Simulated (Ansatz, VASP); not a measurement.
# Two plane-wave programs on SnO

Contents of INCAR:

```
PREC = Accurate ; ENCUT = 520
EDIFF = 1E-7 ; ISMEAR = 0
SIGMA = 0.05 ; LREAL = F
LASPH = T ; NELM = 100
ALGO = Normal ; ISIF = 2
LWAVE = F ; LCHARG = F
LDIPOL = T ; IDIPOL = 3
DIPOL = 0.5 0.5 0.408 ; GGA = PE
IVDW = 12 ; NBANDS = 50
```

Contents of KPOINTS:

```
Automatic mesh
0
Gamma
  7 7 1
```

The input POSCAR:

```
SnO
1.0
    3.8201636883      0.0000000000      0.0000000000
    0.0000000000      3.8201636883      0.0000000000
    0.0000000000      0.0000000000     22.2260802162
Sn O
4 4
Direct
    0.7500000000      0.2500000000      0.2024648501
    0.2500000000      0.7500000000      0.3087831971
    0.2500000000      0.8750000000      0.5067488283
    0.7500000000      0.3750000000      0.6130671753
    0.2500000000      0.2500000000      0.2556240236
    0.7500000000      0.7500000000      0.2556240236
    0.7500000000      0.8750000000      0.5599080018
    0.2500000000      0.3750000000      0.5599080018
```

Input for Ansatz:

```yaml
crystal:
  lattice:
    - [3.8201636883, 0.0, 0.0]
    - [0.0, 3.8201636883, 0.0]
    - [0.0, 0.0, 22.2260802162]
  atoms:
    - { symbol: Sn, position: [0.75, 0.25, 0.2024648501] }
    - { symbol: O, position: [0.25, 0.25, 0.2556240236] }
    - { symbol: O, position: [0.75, 0.75, 0.2556240236] }
    - { symbol: Sn, position: [0.25, 0.75, 0.3087831971] }
    - { symbol: Sn, position: [0.25, 0.875, 0.5067488283] }
    - { symbol: O, position: [0.75, 0.875, 0.5599080018] }
    - { symbol: O, position: [0.25, 0.375, 0.5599080018] }
    - { symbol: Sn, position: [0.75, 0.375, 0.6130671753] }
basis:
  ecutwfc: 420
kpoints:
  mp_grid: { grid: [7, 7, 1] }
hamiltonian:
  xc: pbe
  pseudopotentials: { kind: paw, azcp: { folder: soft_1 } }
  dispersion: d3bj
scf:
  occupations: { method: gaussian, width: 0.05 }
output:
  forces: true
  eigenvalues: true
efield:
  axis: 3
  dipole_correction: true
  ramp_width: 0.04
```

Alike in both runs: task single point; functional PBE; dispersion D3(BJ); k mesh 7 × 7 × 1; occupations gaussian, width 0.05 eV; no spin polarisation.

|  | VASP | Ansatz |
| --- | --- | --- |
| version | VASP 6.6.1 | Ansatz 0.2.0 |
| potentials or method | VASP PAW PBE potentials, release 64 (Sn_d, O), cutoff 520 eV | scalar-relativistic, plane waves, PAW |
| valence electrons in the cell | 80 | 80 |

Ansatz gave:

| Quantity | Value |
| --- | --- |
| gap on the k mesh at the Fermi level (eV) | 2.57 |
| least direct gap on the mesh (eV) | 2.64 |
| rms of the force components (eV/Å) | 0.007 |

Question: Estimate VASP's values.

Answer: gap on the k mesh at the Fermi level (eV): 2.56; least direct gap on the mesh (eV): 2.59; rms of the force components (eV/Å): 0.035.
